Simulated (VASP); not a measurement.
A run of VASP 6.6.1 is set up as follows.

File INCAR:

```
SYSTEM = BP
ALGO     = Normal         ! electronic algorithm
EDIFF    = 1E-8           ! SCF threshold, eV
ENCUT    = 520            ! plane-wave cutoff, eV
GGA      = PE             ! functional
ISIF     = 2              ! what is computed and relaxed
ISMEAR   = -1             ! smearing method
LASPH    = .TRUE.         ! aspherical terms in the spheres
LCHARG   = .FALSE.        ! write CHGCAR
LEFG     = .TRUE.       
LREAL    = .FALSE.        ! projectors in reciprocal space
LWAVE    = .FALSE.        ! write WAVECAR
NBANDS   = 11             ! bands
NELM     = 100            ! most SCF steps
PREC     = Accurate       ! precision mode
SIGMA    = 0.05           ! smearing width, eV
```

File KPOINTS:

```
k-points
0
G
  15 15 15
  0 0 0
```

Contents of POSCAR:

```
BP
1.0
    0.0000000000      2.2840269280      2.2840269280
    2.2840269280      0.0000000000      2.2840269280
    2.2840269280      2.2840269280      0.0000000000
B P
1 1
Direct
    0.0000000000      0.0000000000      0.0000000000
    0.7500000000      0.7500000000      0.7500000000
```

Potentials or basis: VASP PAW PBE potentials, release 64 (B, P).

Command:

```bash
$ cat potpaw_PBE.64/B/POTCAR potpaw_PBE.64/P/POTCAR > POTCAR
$ mpirun -np 1 vasp_std > vasp.out
```

Question: What does it give for the pressure?

Answer: -2.3 GPa.

Question: What does it give for the band gap on the k mesh?

Answer: 1.27 eV (least direct gap 3.37 eV).

Caveat: an odd mesh through Γ misses points on the zone boundary, where band edges can lie.
